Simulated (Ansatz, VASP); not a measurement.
One calculation of HRh2, two programs

```xyz
3
Lattice="0.0000 2.5764 2.5764 2.5764 0.0000 2.5764 2.5764 2.5764 0.0000" Properties=species:S:1:pos:R:3 pbc="T T T"
H     0.0000    0.0000    0.0000
Rh    1.2882    1.2882    1.2882
Rh    3.8646    3.8646    3.8646
```

Alike in both runs: functional PBE; k mesh 16 × 16 × 16; occupations gaussian, width 0.1 eV; no spin polarisation.

Ansatz relaxed the structure, and its values are those at the end. VASP's run is a single point on that final structure, the one shown.

```csv
,VASP,Ansatz
version,VASP 6.6.1,Ansatz 0.2.0
potentials or method,"VASP PAW PBE potentials, release 64 (H, Rh_pv), cutoff 520 eV","scalar-relativistic, plane waves, PAW"
valence electrons in the cell,31,35
```

|  | VASP | Ansatz | Ansatz less VASP |
| --- | --- | --- | --- |
| gap on the k mesh at the Fermi level (eV) | none | none | - |
| pressure (GPa) | 0.0 | 0.0 | -0.01 |

A gap of «none» marks a metal or a gap that the smearing closes. VASP's potentials hold 31 valence electrons a cell and Ansatz's 35, so a difference there can come from the potentials and not from the codes.
